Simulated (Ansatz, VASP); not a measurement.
**Al3InSb4 in VASP and in Ansatz**

```
Al In Sb
1.0
    -4.46849    0.03381   -0.03921
    -0.05538   -0.10420   -6.31670
     0.06759   -8.80571   -0.14747
Al In Sb
3 1 4
Direct
  0.99869 0.99576 0.99909
  0.50507 0.50217 0.75730
  0.50328 0.50332 0.23376
  0.98291 0.99640 0.50336
  0.50376 0.75533 0.00067
  0.97860 0.25974 0.77191
  0.54156 0.72428 0.49398
  0.98613 0.26300 0.23992
```

Change from the starting cell: cell x1, atoms moved at random (sigma 0.05 Å) and cell strained at random (1.5 %), then relaxed without symmetry.

Alike in both runs: task relaxation of cell and atoms; functional PBE; k mesh 4 × 2 × 2; occupations gaussian, width 0.1 eV; no spin polarisation.

|  | VASP | Ansatz |
| --- | --- | --- |
| version | VASP 6.6.1 | Ansatz 0.2.0 |
| potentials or method | VASP PAW PBE potentials, release 64 (Al, In_d, Sb), cutoff 600 eV | scalar-relativistic, plane waves, PAW |
| valence electrons in the cell | 42 | 82 |

|  | VASP | Ansatz | Ansatz less VASP |
| --- | --- | --- | --- |
| gap on the k mesh at the Fermi level, each at its own relaxed structure (eV) | 0.74 | 0.76 | +0.022 |
| relaxed volume (Å³/atom) | 31.67 | 31.55 | -0.111 |
| relaxed cell length with the largest relative difference (Å) | 6.249 | 6.239 | -0.0097 |

VASP's potentials hold 42 valence electrons a cell and Ansatz's 82, so a difference there can come from the potentials and not from the codes.

The k mesh is coarse, so the values compare programs but aren't converged. Neither program's run includes spin-orbit coupling.
